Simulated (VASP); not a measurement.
Here is a VASP 6.6.1 calculation.

File INCAR:

```
PREC = Accurate ; ENCUT = 700
EDIFF = 1E-6 ; ISMEAR = -1
SIGMA = 0.05 ; LREAL = False
LASPH = True ; NELM = 120
ALGO = Normal ; ISIF = 2
LWAVE = False ; LCHARG = False
GGA = PS ; NBANDS = 16
GGA_COMPAT = False
```

KPOINTS

```
regular mesh
0
Gamma
  18 18 16
```

POSCAR

```
TaN
1.0
    2.8846210257      0.0000000000      0.0000000000
   -1.4423105129      2.4981550885      0.0000000000
    0.0000000000      0.0000000000      2.8391862172
Ta N
1 1
Direct
    0.0000000000      0.0000000000      0.5000000000
    0.6666666667      0.3333333333      0.0000000000
```

Potentials or basis: VASP PAW PBE potentials, release 64 (Ta_sv_GW, N).

Run with:

```console
$ cat potpaw_PBE.64/Ta_sv_GW/POTCAR potpaw_PBE.64/N/POTCAR > POTCAR
$ mpirun -np 1 vasp_std > vasp.out
```

Predict the pressure.

15.1 GPa.

Estimate the band gap on the k mesh.

zero (bands 9 and 10 overlap by 0.46 eV).

Stress tensor (GPa, compression positive):
```
15.05  0.00  0.00
 0.00 15.05  0.00
 0.00  0.00 15.21
```

Caveat: the cell stands under pressure; the PAW data sets were made with another functional, which shifts forces and pressure a little; spin-orbit coupling is left out, which moves the levels of the heavy elements.
